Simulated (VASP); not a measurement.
A run of VASP 6.6.1 is set up as follows.

File INCAR:

```
PREC = Accurate
ENCUT = 520
EDIFF = 1E-6
ISMEAR = 0
SIGMA = 0.05
LREAL = F
LASPH = T
NELM = 100
ALGO = Normal
ISIF = 2
LWAVE = F
LCHARG = F
GGA = PE
NBANDS = 11
```

KPOINTS

```
regular mesh
0
Gamma
  12 12 12
```

The input POSCAR:

```
BN
1.0
   -0.0543704554      1.8123485119      1.8123485119
    1.8123485119     -0.0543704554      1.8123485119
    1.7579780565      1.7579780565      0.0000000000
B N
1 1
Direct
    0.0000000000      0.0000000000      0.0000000000
    0.7500000000      0.7500000000      0.7500000000
```

Potentials or basis: VASP PAW PBE potentials, release 64 (B, N).

The run is started by

```bash
$ cat potpaw_PBE.64/B/POTCAR potpaw_PBE.64/N/POTCAR > POTCAR
$ mpirun -np 1 vasp_std > vasp.out
```

(1) Estimate the band gap on the k mesh.

(2) Predict the pressure.

(3) Estimate the largest force.

## Answers

(1) 4.12 eV (least direct gap 7.88 eV).

(2) 1.9 GPa.

(3) 0.094 eV/Å.

Caveat: the cell differs from its parent crystal (strain -0.0600 x Voigt [0, 0, 0, 0, 0, 1]).
